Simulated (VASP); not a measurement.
# PdRuC4N4 (P-43m) in VASP: single point with PBE

Aim: the single point of PdRuC4N4 with PBE.

All numbers are computed with VASP 6.6.1; they aren't measurements. Logs are shortened: lines on timing, memory, paths and dates and some standing lists are left out, and cuts for length are marked.

### 1 The cell of the first run

The structure is cubic, space group P-43m (No. 215). The conventional cell has a = 5.881 Å, b = 5.881 Å, c = 5.881 Å, α = 90.00°, β = 90.00°, γ = 90.00°. Ru (site symmetry -43m) has 4 N at 1.99 Å within 2.6 Å. Pd (site symmetry -43m) has 4 C at 1.94 Å within 2.6 Å. Within 1.6 Å of C (site symmetry 3m) lie 1 N at 1.17 Å. N (site symmetry 3m) has 1 C at 1.17 Å within 1.6 Å.

### 2 Single point, PBE, collinear spin, ferromagnetic start

The input, INCAR:

```
SYSTEM = PdRuC4N4
PREC = Accurate
ENCUT = 520
EDIFF = 1E-6
ISMEAR = 0
SIGMA = 0.1
LREAL = .FALSE.
LASPH = .TRUE.
NELM = 150
ALGO = Normal
ISIF = 2
LWAVE = .FALSE.
LCHARG = .TRUE.
ISPIN = 2
MAGMOM = 1 0 0 0 0 0 0 0 0 0
LORBIT = 11
LMAXMIX = 4
GGA = PE
LELF = .TRUE.
LVHAR = .TRUE.
NBANDS = 45
```

The input, KPOINTS:

```
regular mesh
0
G
  4 4 4
  0 0 0
```

The input, POSCAR:

```
PdRuC4N4
1.0
    5.8808898400      0.0000000000      0.0000000000
    0.0000000000      5.8808898400      0.0000000000
    0.0000000000      0.0000000000      5.8808898400
Ru Pd C N
1 1 4 4
Direct
    0.5000000000      0.5000000000      0.5000000000
    0.0000000000      0.0000000000      0.0000000000
    0.1902611400      0.1902611400      0.1902611400
    0.1902611400      0.8097388600      0.8097388600
    0.8097388600      0.1902611400      0.8097388600
    0.8097388600      0.8097388600      0.1902611400
    0.3051246800      0.3051246800      0.3051246800
    0.3051246800      0.6948753200      0.6948753200
    0.6948753200      0.3051246800      0.6948753200
    0.6948753200      0.6948753200      0.3051246800
```

Potentials or basis: VASP PAW PBE potentials, release 64 (Ru_pv, Pd, C, N).

The run is started by

```console
> cat potpaw_PBE.64/Ru_pv/POTCAR potpaw_PBE.64/Pd/POTCAR potpaw_PBE.64/C/POTCAR potpaw_PBE.64/N/POTCAR > POTCAR
> mpirun -np 1 vasp_std > vasp.out
```

OUTCAR:

```text
SYSTEM = PdRuC4N4
   PREC = Accurate
   ENCUT = 520
   EDIFF = 1E-6
   ISMEAR = 0
   LREAL = .FALSE.
   LASPH = .TRUE.
   NELM = 150
   ISIF = 2
   ISPIN = 2
   LORBIT = 11
   GGA = PE

 ion  position               nearest neighbor table
   1  0.500  0.500  0.500-   7 1.99   8 1.99   9 1.99  10 1.99
   2  0.000  0.000  0.000-   3 1.94   4 1.94   5 1.94   6 1.94
   3  0.190  0.190  0.190-   7 1.17   2 1.94
   4  0.190  0.810  0.810-   8 1.17   2 1.94
   5  0.810  0.190  0.810-   9 1.17   2 1.94
   6  0.810  0.810  0.190-  10 1.17   2 1.94
   7  0.305  0.305  0.305-   3 1.17   1 1.99
   8  0.305  0.695  0.695-   4 1.17   1 1.99
   9  0.695  0.305  0.695-   5 1.17   1 1.99
  10  0.695  0.695  0.305-   6 1.17   1 1.99

  LATTYP: Found a simple cubic cell.
 ALAT       =     5.8808898400

  Lattice vectors:

 A1 = (   5.8808898400,   0.0000000000,   0.0000000000)
 A2 = (   0.0000000000,   5.8808898400,   0.0000000000)
 A3 = (   0.0000000000,   0.0000000000,   5.8808898400)

Analysis of symmetry for initial positions (statically):
=====================================================================
 Subroutine PRICEL returns:
 Original cell was already a primitive cell.

 Routine SETGRP: Setting up the symmetry group for a
 simple cubic supercell.

 Subroutine GETGRP returns: Found 24 space group operations
 (whereof 24 operations were pure point group operations)
 out of a pool of 48 trial point group operations.

The static configuration has the point symmetry T_d .

Analysis of symmetry for dynamics (positions and initial velocities):
=====================================================================
 Subroutine PRICEL returns:
 Original cell was already a primitive cell.

 Routine SETGRP: Setting up the symmetry group for a
 simple cubic supercell.

 Subroutine GETGRP returns: Found 24 space group operations
 (whereof 24 operations were pure point group operations)
 out of a pool of 48 trial point group operations.

The dynamic configuration has the point symmetry T_d .

Analysis of structural, dynamic, and magnetic symmetry:
=====================================================================
 Subroutine PRICEL returns:
 Original cell was already a primitive cell.

 Routine SETGRP: Setting up the symmetry group for a
 simple cubic supercell.

 Subroutine GETGRP returns: Found 24 space group operations
 (whereof 24 operations were pure point group operations)
 out of a pool of 48 trial point group operations.

The overall configuration has the point symmetry T_d .

 Subroutine INISYM returns: Found 24 space group operations
 (whereof 24 operations are pure point group operations),
 and found     1 'primitive' translations

----------------------------------------------------------------------------------------

                                     Primitive cell

  volume of cell :     203.3898

  direct lattice vectors                    reciprocal lattice vectors
     5.880889840  0.000000000  0.000000000     0.170042294  0.000000000  0.000000000
     0.000000000  5.880889840  0.000000000     0.000000000  0.170042294  0.000000000
     0.000000000  0.000000000  5.880889840     0.000000000  0.000000000  0.170042294

  length of vectors
     5.880889840  5.880889840  5.880889840     0.170042294  0.170042294  0.170042294

  position of ions in fractional coordinates (direct lattice)
     0.500000000  0.500000000  0.500000000
     0.000000000  0.000000000  0.000000000
     0.190261140  0.190261140  0.190261140
     0.190261140  0.809738860  0.809738860
     0.809738860  0.190261140  0.809738860
     0.809738860  0.809738860  0.190261140
     0.305124680  0.305124680  0.305124680
     0.305124680  0.694875320  0.694875320
     0.694875320  0.305124680  0.694875320
     0.694875320  0.694875320  0.305124680

  ion indices of the primitive-cell ions
   primitive index   ion index
                 1           1
                 2           2
                 3           3
                 4           4
                 5           5
                 6           6
                 7           7
                 8           8
                 9           9
                10          10

[... 48 lines left out ...]
   ISTART =      0    job   : 0-new  1-cont  2-samecut
   ICHARG =      2    charge: 1-file 2-atom 10-const
   ISPIN  =      2    spin polarized calculation?
   LNONCOLLINEAR =      F non collinear calculations
   LSORBIT =      F    spin-orbit coupling
   LASPH  =      T    aspherical Exc in radial PAW
   ENCUT  =  520.0 eV  38.22 Ry    6.18 a.u.  10.93 10.93 10.93*2*pi/ulx,y,z
   NELM   =    150;   NELMIN=  2; NELMDL= -5     # of ELM steps
   EDIFF  = 0.1E-05   stopping-criterion for ELM
   LREAL  =      F    real-space projection
   EDIFFG = 0.1E-04   stopping-criterion for IOM
   NSW    =      0    number of steps for IOM
   IBRION =     -1    ionic relax: 0-MD 1-quasi-New 2-CG
   NFREE  =      0    steps in history (QN), initial steepest desc. (CG)
   ISIF   =      2    stress and relaxation
   ISYM   =      2    0-nonsym 1-usesym 2-fastsym
   POTIM  = 0.5000    time-step for ionic-motion
   TEBEG  =    0.0;   TEEND  =   0.0 temperature during run
   PSTRESS=    0.0 pullay stress
   NELECT =      60.0000    total number of electrons
   NUPDOWN=      -1.0000    fix difference up-down
   EMIN   =  10.00;   EMAX   =-10.00  energy-range for DOS
   EFERMI =   0.00;   METHOD = LEGACY
   ISMEAR =     0;   SIGMA  =   0.10  broadening in eV -4-tet -1-fermi 0-gaus
   EFERMI_NEDOS =   21; number of points for ismear=-14 and -15
   IALGO  =     38    algorithm
   IMIX   =      4    mixing-type and parameters
     AMIX     =   0.40;   BMIX     =  1.00
     AMIX_MAG =   1.60;   BMIX_MAG =  1.00
  volume/ion in A,a.u.               =      20.34       137.25
  Fermi-wavevector in a.u.,A,eV,Ry     =   1.089805  2.059433 16.159304  1.187675
  Thomas-Fermi vector in A             =   2.226016
   LORBIT       =     11    0 simple, 1 ext, 2 COOP (PROOUT), +10 PAW based schemes
   GGA     = PE    functional components
   LHFCALC =     F    Hartree Fock is set to
   AEXX    =    0.0000 exact exchange contribution
   IVDW    =     0    specifies the selected vdW correction
   LEPSILON=     F    determine dielectric tensor
   LRPA    =     F    only Hartree local field effects (RPA)
 spin polarized calculation
 Gauss-broadening in eV      SIGMA  =   0.10
  energy-cutoff  :      520.00
  volume of cell :      203.39
 maximum number of plane-waves:      5520
 NGX is ok and might be reduce to    48
   NGX = 21   NGY = 21   NGZ = 21

 number of electron      60.0000003 magnetization      -0.0064671

 number of electron      60.0000003 magnetization       0.0013156

 Free energy of the ion-electron system (eV)
  ---------------------------------------------------
  ext. energy  EPLUGINS =         0.00000000
  ---------------------------------------------------
  free energy    TOTEN  =       -76.60651597 eV

  energy without entropy =      -76.59634579  energy(sigma->0) =      -76.60143088

 E-fermi :  -0.0329     XC(G=0):  -7.4925

 val. band max:       -0.0848212611   @ k =   0.5000   0.5000   0.0000
 cond. band min:       0.0699919602   @ k =   0.0000   0.0000   0.0000
 fundamental gap:      0.1548132214
 Fermi energy:        -0.0328662711

 spin component 1

 k-point     1 :       0.0000    0.0000    0.0000
  band No.  band energies     occupation
      1     -43.7841      1.00000
      2     -43.7841      1.00000
      3     -43.7841      1.00000
      4     -18.2882      1.00000
      5     -18.1703      1.00000
      6     -18.1703      1.00000
[... 439 lines left out ...]
     41       5.3416      0.00000
     42       7.0993      0.00000
 Fermi energy:        -0.0328662711

 spin component 2

 k-point     1 :       0.0000    0.0000    0.0000
  band No.  band energies     occupation
      1     -43.7815      1.00000
      2     -43.7815      1.00000
      3     -43.7815      1.00000
      4     -18.2883      1.00000
      5     -18.1704      1.00000
      6     -18.1704      1.00000
[... 439 lines left out ...]
     41       5.3416      0.00000
     42       7.1004      0.00000
 [bands above 42 left out]

------------------------ aborting loop because EDIFF is reached ----------------------------------------

  FORCE on cell =-STRESS in cart. coord.  units (eV):
  Direction    XX          YY          ZZ          XY          YZ          ZX
  --------------------------------------------------------------------------------------
  -------------------------------------------------------------------------------------
  Total        3.3891638      3.3891638      3.3891638      0.0000000      0.0000000      0.0000000
  in kB       26.6977096     26.6977096     26.6977096      0.0000000      0.0000000      0.0000000
  external PRESSURE =      26.6977096 kB  Pullay stress =       0.0000000 kB

 VOLUME and BASIS-vectors are now :
 -----------------------------------------------------------------------------
  energy-cutoff  :      520.00
  volume of cell :      203.39
      direct lattice vectors                 reciprocal lattice vectors
     5.880889840  0.000000000  0.000000000     0.170042294  0.000000000  0.000000000
     0.000000000  5.880889840  0.000000000     0.000000000  0.170042294  0.000000000
     0.000000000  0.000000000  5.880889840     0.000000000  0.000000000  0.170042294

 POSITION                                       TOTAL-FORCE (eV/Angst)
 -----------------------------------------------------------------------------------
      2.94044      2.94044      2.94044         0.000000      0.000000      0.000000
      0.00000      0.00000      0.00000         0.000000      0.000000      0.000000
      1.11890      1.11890      1.11890        -0.787981     -0.787981     -0.787981
      1.11890      4.76199      4.76199        -0.787981      0.787981      0.787981
      4.76199      1.11890      4.76199         0.787981     -0.787981      0.787981
      4.76199      4.76199      1.11890         0.787981      0.787981     -0.787981
      1.79440      1.79440      1.79440         2.106261      2.106261      2.106261
      1.79440      4.08649      4.08649         2.106261     -2.106261     -2.106261
      4.08649      1.79440      4.08649        -2.106261      2.106261     -2.106261
      4.08649      4.08649      1.79440        -2.106261     -2.106261      2.106261
 -----------------------------------------------------------------------------------
    total drift:                               -0.000000     -0.000000     -0.000000

  FREE ENERGIE OF THE ION-ELECTRON SYSTEM (eV)
  ---------------------------------------------------
  free  energy   TOTEN  =       -76.6065159747 eV

  energy  without entropy=      -76.5963457946  energy(sigma->0) =      -76.60143088

 total charge

# of ion       s       p       d       tot
------------------------------------------
    1        0.318   6.261   5.833  12.412
    2        0.627   1.074   8.410  10.111
    3        0.970   1.592   0.000   2.562
    4        0.970   1.592   0.000   2.562
    5        0.970   1.592   0.000   2.562
    6        0.970   1.592   0.000   2.562
    7        1.295   2.611   0.000   3.907
    8        1.295   2.611   0.000   3.907
    9        1.295   2.611   0.000   3.907
   10        1.295   2.611   0.000   3.907
--------------------------------------------------
tot         10.007  24.147  14.243  48.397

 magnetization (x)

# of ion       s       p       d       tot
------------------------------------------
    1        0.000   0.000   0.003   0.003
    2       -0.000  -0.000  -0.001  -0.001
    3       -0.000  -0.000   0.000  -0.000
    4       -0.000  -0.000   0.000  -0.000
    5       -0.000  -0.000   0.000  -0.000
    6       -0.000  -0.000   0.000  -0.000
    7        0.000  -0.000   0.000  -0.000
    8        0.000  -0.000   0.000  -0.000
    9        0.000  -0.000   0.000  -0.000
   10        0.000  -0.000   0.000  -0.000
--------------------------------------------------
tot          0.000  -0.001   0.002   0.001
```

Wall time 7.6 min (1 thread of Oxide Virtual Turin-like, shared host); peak memory 0.45 GiB.

Results:

* Free energy: -76.6065 eV
* Pressure: 2.7 GPa
* Largest force: 3.648 eV/Å
* Band gap on the k mesh: 0.15 eV (least direct gap 0.26 eV)
* Net moment: 0.00 μB per cell
* Valence electrons inside the program's atomic spheres: Ru 12.41; Pd 10.11; C 2.56; N 3.91

Forces on the atoms (eV/Å):
```
Ru   0.000  0.000  0.000
Pd   0.000  0.000  0.000
C   -0.788 -0.788 -0.788
C   -0.788  0.788  0.788
C    0.788 -0.788  0.788
C    0.788  0.788 -0.788
N    2.106  2.106  2.106
N    2.106 -2.106 -2.106
N   -2.106  2.106 -2.106
N   -2.106 -2.106  2.106
```

Levels at points of the mesh, in eV from the valence-band top:
Spin up:
```csv
k point,band 26,band 27,band 28,band 29,band 30,band 31,band 32,band 33,band 34,band 35
"(0.00, 0.00, 0.00)",-0.93,-0.93,-0.68,-0.68,-0.68,0.15,0.15,0.15,4.88,4.88
"(0.50, 0.00, 0.00)",-1.85,-1.24,-0.95,-0.95,-0.01,0.27,0.66,0.66,4.50,4.50
"(0.50, 0.50, 0.00)",-1.73,-1.22,-0.82,-0.82,0.00,0.26,0.54,0.54,4.64,4.64
"(0.50, 0.50, 0.50)",-0.83,-0.83,-0.52,-0.52,-0.52,0.16,0.16,0.16,4.86,4.86
```
Spin down:
| k point | band 26 | band 27 | band 28 | band 29 | band 30 | band 31 | band 32 | band 33 | band 34 | band 35 |
| --- | --- | --- | --- | --- | --- | --- | --- | --- | --- | --- |
| (0.00, 0.00, 0.00) | -0.93 | -0.93 | -0.68 | -0.68 | -0.68 | 0.16 | 0.16 | 0.16 | 4.88 | 4.88 |
| (0.50, 0.00, 0.00) | -1.85 | -1.24 | -0.95 | -0.95 | -0.01 | 0.28 | 0.66 | 0.66 | 4.50 | 4.50 |
| (0.50, 0.50, 0.00) | -1.72 | -1.22 | -0.82 | -0.82 | 0.00 | 0.26 | 0.54 | 0.54 | 4.64 | 4.64 |
| (0.50, 0.50, 0.50) | -0.83 | -0.83 | -0.52 | -0.52 | -0.52 | 0.16 | 0.16 | 0.16 | 4.86 | 4.86 |

Caveat: forces of over 1 eV/Å act on the atoms, so gaps and moduli don't describe the material at rest. A k mesh can miss the band edges.
